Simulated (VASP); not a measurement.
# Ge16N (a cell with a defect) in VASP: further runs, part 2 of 2

VASP 6.6.1.

## Step 3: Single point, PBE

The input, INCAR:

```
PREC = Accurate
ENCUT = 520
EDIFF = 1E-6
ISMEAR = -1
SIGMA = 0.05
LREAL = Auto
LASPH = T
NELM = 80
ALGO = Normal
ISIF = 2
LWAVE = F
LCHARG = F
GGA = PE
NBANDS = 128
```

The input, KPOINTS:

```
Automatic mesh
0
Gamma
  2 2 2
```

The input, POSCAR:

```
Ge16N
1.0
    0.0000000000      5.6600000000      5.6600000000
    5.6600000000      0.0000000000      5.6600000000
    5.6600000000      5.6600000000      0.0000000000
Ge N
16 1
Direct
   -0.0056802120      0.0209098940      0.0356272085
    0.0643727915      0.2543551237      0.1089840989
    0.0066696113     -0.0176590106      0.4752561837
    0.0760512367      0.0589840989      0.6826060071
   -0.0837809187      0.6908127208     -0.0288515901
    0.2092491166      0.5385070671      0.1247968198
    0.0154505300      0.4537720848      0.4900441696
    0.1383833922      0.6018816254      0.6265636042
    0.4675265018      0.1248409894     -0.0688515901
    0.6203975265      0.0395671378      0.1865989399
    0.4518021201     -0.0741519435      0.5930565371
    0.6407508834      0.1093551237      0.5444611307
    0.5888339223      0.4295583039      0.0713604240
    0.4607155477      0.7664222615      0.1041077739
    0.5264664311      0.5340459364      0.4478091873
    0.6467314488      0.5262897527      0.6908657244
    1.1967579505      0.7875000000      0.1278003534
```

Potentials or basis: VASP PAW PBE potentials, release 64 (Ge_d, N).

The run is started by

```sh
cat potpaw_PBE.64/Ge_d/POTCAR potpaw_PBE.64/N/POTCAR > POTCAR
mpirun -np 1 vasp_std > vasp.out
```

OUTCAR:

```text
PREC = Accurate
   ENCUT = 520
   EDIFF = 1E-6
   ISMEAR = -1
   LREAL = Auto
   LASPH = T
   NELM = 80
   ISIF = 2
   GGA = PE

 ion  position               nearest neighbor table
   1  0.994  0.021  0.036-  17 1.86   4 2.45  10 2.56   2 2.57
   2  0.064  0.254  0.109-   1 2.57   3 2.61   9 2.66   5 2.85
   3  0.007  0.982  0.475-   4 2.39  12 2.43   8 2.50   2 2.61
   4  0.076  0.059  0.683-   3 2.39   1 2.45  11 2.47   7 2.63
   5  0.916  0.691  0.971-   6 2.65   8 2.66   2 2.85
   6  0.209  0.539  0.125-  17 1.96   7 2.44  13 2.57   5 2.65
   7  0.015  0.454  0.490-   6 2.44  16 2.47   4 2.63   8 2.67
   8  0.138  0.602  0.627-   3 2.50  15 2.58   5 2.66   7 2.67
   9  0.468  0.125  0.931-  14 2.50  10 2.53   2 2.66  12 2.73
  10  0.620  0.040  0.187-   9 2.53   1 2.56  11 2.67  13 2.69
  11  0.452  0.926  0.593-  12 2.38   4 2.47  16 2.65  10 2.67
  12  0.641  0.109  0.544-  11 2.38   3 2.43   9 2.73  15 2.82
  13  0.589  0.430  0.071-  14 2.46   6 2.57  16 2.58  10 2.69
  14  0.461  0.766  0.104-  17 1.95  13 2.46   9 2.50  15 2.58
  15  0.526  0.534  0.448-  16 2.53   8 2.58  14 2.58  12 2.82
  16  0.647  0.526  0.691-   7 2.47  15 2.53  13 2.58  11 2.65
  17  0.197  0.788  0.128-   1 1.86  14 1.95   6 1.96

  LATTYP: Found a face centered cubic cell.
 ALAT       =    11.3200000000

  Lattice vectors:

 A1 = (   0.0000000000,   5.6600000000,   5.6600000000)
 A2 = (   5.6600000000,   0.0000000000,   5.6600000000)
 A3 = (   5.6600000000,   5.6600000000,   0.0000000000)

Analysis of symmetry for initial positions (statically):
=====================================================================
 Subroutine PRICEL returns:
 Original cell was already a primitive cell.

 Routine SETGRP: Setting up the symmetry group for a
 face centered cubic supercell.

 Subroutine GETGRP returns: Found  1 space group operations
 (whereof  1 operations were pure point group operations)
 out of a pool of 48 trial point group operations.

The static configuration has the point symmetry C_1 .

Analysis of symmetry for dynamics (positions and initial velocities):
=====================================================================
 Subroutine PRICEL returns:
 Original cell was already a primitive cell.

 Routine SETGRP: Setting up the symmetry group for a
 face centered cubic supercell.

 Subroutine GETGRP returns: Found  1 space group operations
 (whereof  1 operations were pure point group operations)
 out of a pool of 48 trial point group operations.

The dynamic configuration has the point symmetry C_1 .

 Subroutine INISYM returns: Found  1 space group operations
 (whereof  1 operations are pure point group operations),
 and found     1 'primitive' translations

----------------------------------------------------------------------------------------

                                     Primitive cell

  volume of cell :     362.6430

  direct lattice vectors                    reciprocal lattice vectors
     0.000000000  5.660000000  5.660000000    -0.088339223  0.088339223  0.088339223
     5.660000000  0.000000000  5.660000000     0.088339223 -0.088339223  0.088339223
     5.660000000  5.660000000  0.000000000     0.088339223  0.088339223 -0.088339223

  length of vectors
[... 71 lines left out ...]
  0.000000  0.500000  0.000000      1.000000
  0.000000  0.000000  0.500000      1.000000
  0.500000  0.500000  0.500000      1.000000
  0.500000  0.500000  0.000000      1.000000
  0.000000  0.500000  0.500000      1.000000
  0.500000  0.000000  0.500000      1.000000
   k-points           NKPTS =      8   k-points in BZ     NKDIM =      8   number of bands    NBANDS=    128
   number of dos      NEDOS =    301   number of ions     NIONS =     17
   total plane-waves  NPLWV = 216000
   dimension x,y,z NGX =    60 NGY =   60 NGZ =   60
   dimension x,y,z NGXF=   120 NGYF=  120 NGZF=  120
   ions per type =              16   1
   NGX,Y,Z   is equivalent  to a cutoff of  12.46, 12.46, 12.46 a.u.
   NGXF,Y,Z  is equivalent  to a cutoff of  24.92, 24.92, 24.92 a.u.
 SYSTEM =  unknown system
   PREC   = accura    normal or accurate (medium, high low for compatibility)
   ISTART =      0    job   : 0-new  1-cont  2-samecut
   ICHARG =      2    charge: 1-file 2-atom 10-const
   ISPIN  =      1    spin polarized calculation?
   LNONCOLLINEAR =      F non collinear calculations
   LSORBIT =      F    spin-orbit coupling
   LASPH  =      T    aspherical Exc in radial PAW
   ENCUT  =  520.0 eV  38.22 Ry    6.18 a.u.  14.88 14.88 14.88*2*pi/ulx,y,z
   NELM   =     80;   NELMIN=  2; NELMDL= -5     # of ELM steps
   EDIFF  = 0.1E-05   stopping-criterion for ELM
   LREAL  =      T    real-space projection
   EDIFFG = 0.1E-04   stopping-criterion for IOM
   NSW    =      0    number of steps for IOM
   IBRION =     -1    ionic relax: 0-MD 1-quasi-New 2-CG
   NFREE  =      0    steps in history (QN), initial steepest desc. (CG)
   ISIF   =      2    stress and relaxation
   ISYM   =      2    0-nonsym 1-usesym 2-fastsym
   POTIM  = 0.5000    time-step for ionic-motion
   TEBEG  =    0.0;   TEEND  =   0.0 temperature during run
   PSTRESS=    0.0 pullay stress
   NELECT =     229.0000    total number of electrons
   NUPDOWN=      -1.0000    fix difference up-down
   EMIN   =  10.00;   EMAX   =-10.00  energy-range for DOS
   EFERMI =   0.00;   METHOD = LEGACY
   ISMEAR =    -1;   SIGMA  =   0.05  broadening in eV -4-tet -1-fermi 0-gaus
   EFERMI_NEDOS =   21; number of points for ismear=-14 and -15
   IALGO  =     38    algorithm
   IMIX   =      4    mixing-type and parameters
     AMIX     =   0.40;   BMIX     =  1.00
     AMIX_MAG =   1.60;   BMIX_MAG =  1.00
  volume/ion in A,a.u.               =      21.33       143.96
  Fermi-wavevector in a.u.,A,eV,Ry     =   1.404517  2.654152 26.839765  1.972667
  Thomas-Fermi vector in A             =   2.527070
   LORBIT       =      0    0 simple, 1 ext, 2 COOP (PROOUT), +10 PAW based schemes
   GGA     = PE    functional components
   LHFCALC =     F    Hartree Fock is set to
   AEXX    =    0.0000 exact exchange contribution
   IVDW    =     0    specifies the selected vdW correction
   LEPSILON=     F    determine dielectric tensor
   LRPA    =     F    only Hartree local field effects (RPA)
 non-spin polarized calculation
  energy-cutoff  :      520.00
  volume of cell :      362.64
 maximum number of plane-waves:      9841
 NGX is ok and might be reduce to    60
   NGX = 29   NGY = 29   NGZ = 29

 number of electron     229.0000028 magnetization

 Free energy of the ion-electron system (eV)
  ---------------------------------------------------
  ext. energy  EPLUGINS =         0.00000000
  ---------------------------------------------------
  free energy    TOTEN  =       -74.31071144 eV

  energy without entropy =      -74.24848285  energy(sigma->0) =      -74.27959715

 E-fermi :   4.8216     XC(G=0): -10.2338

 val. band max:        4.8098078593   @ k =   0.5000   0.0000   0.0000
 cond. band min:       4.8349715286   @ k =   0.0000   0.0000   0.0000
 fundamental gap:      0.0251636693
 Fermi energy:         4.8216188338

 k-point     1 :       0.0000    0.0000    0.0000
  band No.  band energies     occupation
      1     -19.8665      2.00000
      2     -19.8426      2.00000
      3     -19.8290      2.00000
      4     -19.8130      2.00000
      5     -19.7925      2.00000
      6     -19.7874      2.00000
[... 1021 lines left out ...]
    125       7.9890      0.00000
    126       8.3346      0.00000
 [bands above 126 left out]

------------------------ aborting loop because EDIFF is reached ----------------------------------------

  FORCE on cell =-STRESS in cart. coord.  units (eV):
  Direction    XX          YY          ZZ          XY          YZ          ZX
  --------------------------------------------------------------------------------------
  -------------------------------------------------------------------------------------
  Total        4.9263742      3.6103150      1.8843892      2.0470865      0.6774589     -0.2894692
  in kB       21.7650011     15.9505766      8.3253383      9.0441444      2.9930520     -1.2788914
  external PRESSURE =      15.3469720 kB  Pullay stress =       0.0000000 kB

 VOLUME and BASIS-vectors are now :
 -----------------------------------------------------------------------------
  energy-cutoff  :      520.00
  volume of cell :      362.64
      direct lattice vectors                 reciprocal lattice vectors
     0.000000000  5.660000000  5.660000000    -0.088339223  0.088339223  0.088339223
     5.660000000  0.000000000  5.660000000     0.088339223 -0.088339223  0.088339223
     5.660000000  5.660000000  0.000000000     0.088339223  0.088339223 -0.088339223

 POSITION                                       TOTAL-FORCE (eV/Angst)
 -----------------------------------------------------------------------------------
      0.32000      5.82950      5.74620         0.678479      0.067335      0.377276
      2.05650      0.98120      1.80400        -0.231395     -0.351144      0.152081
      8.25000      2.72770      5.59780        -0.554998     -0.480848     -0.043953
      4.19740      4.29400      0.76430         0.615821     -0.080525      0.910437
      9.40670     10.68250      9.09580        -0.569112      0.866630     -0.116618
      3.75430      1.89070      4.23230         0.242451     -0.550246      0.259371
[... 9 lines left out ...]
      6.88910      7.57080      6.63930         0.385720     -0.374363      0.255590
      5.18060      1.83700      5.57090        -0.355019      0.229702     -0.126503
 -----------------------------------------------------------------------------------
    total drift:                               -0.000835      0.000640      0.000568

  FREE ENERGIE OF THE ION-ELECTRON SYSTEM (eV)
  ---------------------------------------------------
  free  energy   TOTEN  =       -74.3107114392 eV

  energy  without entropy=      -74.2484828528  energy(sigma->0) =      -74.27959715
```

Wall time 14 min (1 thread of Intel Xeon Platinum 8488C (Sapphire Rapids), shared host); peak memory 0.6 GiB.

Results:

```yaml
Free_energy: -74.3107 eV
Pressure: 1.5 GPa
Largest_force: 1.842 eV/Å
Band_gap_on_the_k_mesh: zero (an odd number of electrons rules out a gap without spin polarisation)
```

Forces in eV/Å, atoms in the order of the input:
```
Ge   0.678  0.067  0.377
Ge  -0.231 -0.351  0.152
Ge  -0.555 -0.481 -0.044
Ge   0.616 -0.081  0.910
Ge  -0.569  0.867 -0.117
Ge   0.242 -0.550  0.259
Ge   0.548  1.177 -0.263
Ge  -0.377 -0.145 -0.406
Ge   0.162 -0.427  0.241
Ge   0.269  0.479 -0.012
Ge  -1.312 -0.160 -0.327
Ge   1.602 -0.188  0.889
Ge  -1.326  0.101 -0.585
Ge   0.517 -0.444 -0.301
Ge  -0.295  0.281 -0.904
Ge   0.386 -0.374  0.256
N   -0.355  0.230 -0.127
```

Levels at points of the mesh, in eV from the Fermi level:
```csv
k point,band 110,band 111,band 112,band 113,band 114,band 115,band 116,band 117,band 118,band 119
"(0.00, 0.00, 0.00)",-0.79,-0.63,-0.42,-0.29,-0.09,0.01,0.11,0.39,0.41,0.56
"(0.50, 0.00, 0.00)",-1.10,-0.95,-0.84,-0.66,-0.38,-0.01,0.08,0.24,0.84,1.05
"(0.00, 0.50, 0.00)",-1.21,-1.08,-0.74,-0.32,-0.13,-0.03,0.20,0.75,0.89,1.26
"(0.00, 0.00, 0.50)",-1.28,-1.04,-0.64,-0.55,-0.43,0.04,0.28,0.63,1.09,1.42
"(0.50, 0.50, 0.50)",-1.08,-0.82,-0.69,-0.39,-0.24,0.18,0.44,0.68,1.01,1.12
"(0.50, 0.50, 0.00)",-1.27,-1.03,-0.74,-0.65,-0.52,-0.29,0.66,1.03,1.19,1.67
"(0.00, 0.50, 0.50)",-1.32,-0.91,-0.81,-0.52,-0.30,-0.12,0.83,1.10,1.38,1.55
"(0.50, 0.00, 0.50)",-1.03,-0.96,-0.90,-0.62,-0.46,0.16,0.48,1.28,1.37,1.75
```

Caveat: the k points lie up to 0.48 Å⁻¹ apart, too coarse for converged energies and pressures of a metal; the atoms stand as in a frame of molecular dynamics.

## Step 4: Single point, PBE

The input, INCAR:

```
PREC = Accurate ; ENCUT = 520
EDIFF = 1E-6 ; ISMEAR = -1
SIGMA = 0.05 ; LREAL = Auto
LASPH = T ; NELM = 100
ALGO = Normal ; ISIF = 2
LWAVE = F ; LCHARG = F
GGA = PE ; NBANDS = 128
```

KPOINTS is that of step 3.

The input, POSCAR:

```
Ge16N
1.0
    0.0000000000      5.6600000000      5.6600000000
    5.6600000000      0.0000000000      5.6600000000
    5.6600000000      5.6600000000      0.0000000000
Ge N
16 1
Direct
   -0.0411925795      0.0054681979      0.0691784452
    0.1628356890      0.1588427562      0.0899204947
    0.0518197880     -0.0363957597      0.4433392226
    0.0933833922      0.0726766784      0.6727296820
   -0.0769434629      0.5334098940      0.0053886926
    0.1176148410      0.5728798587      0.1330565371
    0.0033127208      0.5145318021      0.4987720848
    0.1256537102      0.6107773852      0.6719787986
    0.5059187279      0.0015724382     -0.0298939929
    0.5883657244      0.1342844523      0.1428533569
    0.4613957597      0.0632508834      0.5020318021
    0.6876855124      0.1051766784      0.5995229682
    0.4958038869      0.5202915194     -0.0302385159
    0.5514575972      0.6452561837      0.1478533569
    0.4964134276      0.4780035336      0.5358480565
    0.6297614841      0.6715636042      0.5997614841
    1.0447526502      0.8179505300      0.2955477032
```

Potentials or basis: VASP PAW PBE potentials, release 64 (Ge_d, N).

The run is started by

```sh
cat potpaw_PBE.64/Ge_d/POTCAR potpaw_PBE.64/N/POTCAR > POTCAR
mpirun -np 1 vasp_std > vasp.out
```

OUTCAR:

```text
PREC = Accurate
   ENCUT = 520
   EDIFF = 1E-6
   ISMEAR = -1
   LREAL = Auto
   LASPH = T
   NELM = 100
   ISIF = 2
   GGA = PE

 ion  position               nearest neighbor table
   1  0.959  0.005  0.069-  17 1.87  10 2.45   2 2.58   4 2.64   6 2.89
   2  0.163  0.159  0.090-   9 2.27   3 2.39   5 2.58   1 2.58
   3  0.052  0.964  0.443-  17 2.07   2 2.39  12 2.41   8 2.43   4 2.60
   4  0.093  0.073  0.673-  11 2.53   3 2.60   1 2.64   7 2.91
   5  0.923  0.533  0.005-   8 2.27  14 2.43   6 2.44   2 2.58
   6  0.118  0.573  0.133-   5 2.44   7 2.45  13 2.52   1 2.89
   7  0.003  0.515  0.499-  17 2.23   6 2.45  16 2.45   8 2.58   4 2.91
[... 1254 lines left out ...]
  in kB       49.0180730     47.8352384     41.4832670      1.6423093     -4.7420009    -33.6880147
  external PRESSURE =      46.1121928 kB  Pullay stress =       0.0000000 kB

 VOLUME and BASIS-vectors are now :
 -----------------------------------------------------------------------------
  energy-cutoff  :      520.00
  volume of cell :      362.64
      direct lattice vectors                 reciprocal lattice vectors
     0.000000000  5.660000000  5.660000000    -0.088339223  0.088339223  0.088339223
     5.660000000  0.000000000  5.660000000     0.088339223 -0.088339223  0.088339223
     5.660000000  5.660000000  0.000000000     0.088339223  0.088339223 -0.088339223

 POSITION                                       TOTAL-FORCE (eV/Angst)
 -----------------------------------------------------------------------------------
      0.42250      5.81840      5.45780        -0.728627      0.060879      0.392437
      1.40800      1.43060      1.82070         1.488624     -2.269748     -0.489085
      7.96330      2.80260      5.74730        -0.295954      0.128175     -0.459633
      4.21900      4.33620      0.93990         0.704673      0.144345      0.852817
      3.04960      5.25500      8.24360         0.359775      1.391916     -0.529984
      3.99560      1.41880      3.90820        -0.001551      0.126700      0.500174
[... 9 lines left out ...]
      7.19570      6.95910      7.36550        -0.246563     -0.495246     -0.491519
      6.30240      1.92610      4.88290        -0.162500      0.683800     -0.591774
 -----------------------------------------------------------------------------------
    total drift:                               -0.000607     -0.002528     -0.002585

  FREE ENERGIE OF THE ION-ELECTRON SYSTEM (eV)
  ---------------------------------------------------
  free  energy   TOTEN  =       -73.9032244966 eV

  energy  without entropy=      -73.8634608648  energy(sigma->0) =      -73.88334268
```

stdout:

```text
POSCAR found type information on POSCAR GeN
 POSCAR found :  2 types and      17 ions
 scaLAPACK will be used
 LDA part: xc-table for (Slater+PW92), standard interpolation
 POSCAR, INCAR and KPOINTS ok, starting setup
 FFT: planning ... GRIDC
 FFT: planning ... GRID_SOFT
 FFT: planning ... GRID
 WAVECAR not read
 entering main loop
```

Wall time 7.8 min (1 thread of Intel Xeon 6975P-C (Granite Rapids), shared host); peak memory 0.61 GiB.

What came out:

```yaml
Free_energy: -73.9032 eV
Pressure: 4.6 GPa
Largest_force: 2.758 eV/Å
Band_gap_on_the_k_mesh: zero (an odd number of electrons rules out a gap without spin polarisation)
```

Forces on the atoms (eV/Å):
```
Ge  -0.729  0.061  0.392
Ge   1.489 -2.270 -0.489
Ge  -0.296  0.128 -0.460
Ge   0.705  0.144  0.853
Ge   0.360  1.392 -0.530
Ge  -0.002  0.127  0.500
Ge   0.275  0.100  0.564
Ge  -1.344 -0.545  0.337
Ge  -0.340  1.201  1.538
Ge  -0.544 -0.882  0.632
Ge  -0.032  0.684 -0.974
Ge   0.730 -0.913 -0.404
Ge  -0.303 -0.319 -1.133
Ge   0.462  0.817 -0.840
Ge  -0.021  0.087  1.096
Ge  -0.247 -0.495 -0.492
N   -0.163  0.684 -0.592
```

Caveat: the k points lie up to 0.48 Å⁻¹ apart, too coarse for converged energies and pressures of a metal.

## Step 5: The runs side by side

```csv
cell,gap on the mesh (eV),pressure (GPa),largest force (eV/Å)
"as given, atomic positions A",none,3.0,2.59
"as given, atomic positions B",none,1.5,1.84
"as given, atomic positions C",none,4.6,2.76
```

Alike in all rows: task single point; level PBE; potentials or basis VASP PAW PBE potentials, release 64 (Ge_d, N); no spin polarisation; k mesh 2 × 2 × 2; cutoff (eV) 520; smearing fermi-dirac 0.05 eV.

Caveats: all runs use coarse meshes; the atoms stand as in a frame of molecular dynamics (at least some runs).

Total energies depend on the potentials used, so only differences within one code and one set of settings carry meaning.

The gap in the log of VASP goes by the Fermi energy; the results here count the filled bands.